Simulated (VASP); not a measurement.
AlN:

```
Al N
1.0
     0.00000    2.20154    2.20154
     2.20154    0.00000    2.20154
     2.20154    2.20154    0.00000
Al N
1 1
Direct
  0.00000 0.00000 0.00000
  0.25000 0.25000 0.25000
```

| Property | Result |
| --- | --- |
| Program | VASP 6.6.1 |
| Task | relaxation of cell and atoms |
| Functional | PBEsol |
| Potentials or basis | VASP PAW PBE potentials, release 64 (Al, N) |
| Cutoff | 600 eV |
| k mesh | 10 × 10 × 10 |
| Occupations | fermi-dirac, width 0.02 eV |
| Spin | no spin polarisation |

At the start: pressure -3.5 GPa; volume 10.67 Å³/atom.

**Question.** Where does the relaxation end?

**Answer.** Over 3 steps the energy falls by 2.2 meV/atom and the volume is 10.48 Å³/atom (-1.8 %); space group F-43m (No. 216, to 0.05 Å).

The path:
| step | energy change (eV) | largest force (eV/Å) | pressure (GPa) | volume (Å³) |
| --- | --- | --- | --- | --- |
| 1 | 0.0000 | 0.0000 | -3.54 | 21.34 |
| 2 | -0.0008 | 0.0000 | 3.38 | 20.62 |
| 3 | -0.0043 | 0.0000 | -0.01 | 20.96 |

Final structure:
```
Al N
1.0
     0.00000    2.18825    2.18825
     2.18825    0.00000    2.18825
     2.18825    2.18825    0.00000
Al N
1 1
Direct
  0.00000 0.00000 0.00000
  0.25000 0.25000 0.25000
```

Caveat: the PAW data sets were made with another functional, which shifts forces and pressure a little.
